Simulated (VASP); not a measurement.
CO2: single point with PBE

The system is CO2.

```
C O
1.0
     6.09693    0.00000    0.00000
     0.00000    6.09693    0.00000
     0.00000    0.00000    6.55420
C O
4 8
Direct
  0.00000 0.00000 0.00000
  0.50000 0.00000 0.50000
  0.50000 0.50000 0.00000
  0.00000 0.50000 0.50000
  0.11148 0.11148 0.11148
  0.38852 0.88852 0.61148
  0.61148 0.38852 0.88852
  0.88852 0.61148 0.38852
  0.88852 0.88852 0.88852
  0.61148 0.11148 0.38852
  0.38852 0.61148 0.11148
  0.11148 0.38852 0.61148
```

```yaml
Program: VASP 6.6.1
Task: single point
Functional: PBE
Potentials_or_basis: VASP PAW PBE potentials, release 64 (C, O)
Cutoff: 520 eV
k_mesh: 4 × 4 × 4
Occupations: gaussian, width 0.05 eV
Spin: no spin polarisation
```

```json
{
 "Pressure": "-6.4 GPa",
 "Largest force": "2.875 eV/Å",
 "Band gap on the k mesh": "6.28 eV"
}
```

Forces in eV/Å, atoms in the order of the input:
```
C    0.000  0.000  0.000
C    0.000  0.000  0.000
C    0.000  0.000  0.000
C    0.000  0.000  0.000
O   -1.618 -1.611 -1.746
O    1.618  1.611 -1.746
O   -1.618  1.611  1.746
O    1.618 -1.611  1.746
O    1.618  1.611  1.746
O   -1.618 -1.611  1.746
O    1.618 -1.611 -1.746
O   -1.618  1.611 -1.746
```

Stress tensor (GPa, compression positive):
```
-6.03  0.00  0.00
 0.00 -6.01  0.00
 0.00  0.00 -7.09
```

Levels at points of the mesh, in eV from the valence-band top:
```
           k point  band 29  band 30  band 31  band 32  band 33  band 34  band 35  band 36
(0.00, 0.00, 0.00)    -0.13    -0.12    -0.08     0.00     6.28     7.53     7.59     7.62
(0.50, 0.00, 0.00)    -0.17    -0.17    -0.09    -0.09     7.53     7.53     7.58     7.58
(0.00, 0.50, 0.00)    -0.17    -0.17    -0.08    -0.08     7.52     7.52     7.53     7.53
(0.50, 0.50, 0.00)    -0.17    -0.17    -0.17    -0.17     7.53     7.53     7.53     7.53
(0.00, 0.00, 0.50)    -0.18    -0.18    -0.06    -0.06     7.38     7.38     7.54     7.54
(0.50, 0.00, 0.50)    -0.16    -0.16    -0.16    -0.16     7.55     7.55     7.55     7.55
(0.00, 0.50, 0.50)    -0.16    -0.16    -0.16    -0.16     7.54     7.54     7.54     7.54
(0.50, 0.50, 0.50)    -0.16    -0.16    -0.16    -0.16     7.55     7.55     7.55     7.55
```

Wall time 6.3 min on 1 thread of Intel(R) Xeon(R) Platinum 8375C CPU @ 2.90GHz (Ice Lake), with other jobs on the host, peak memory 0.43 GiB.

Caveat: the cell stands under tension; this functional lacks dispersion, which holds the molecules together, so the pressure and a relaxed volume are unreliable; forces of over 1 eV/Å act on the atoms, so gaps and moduli don't describe the material at rest. A hybrid or GW would open this gap; PBE tends to underestimate it.
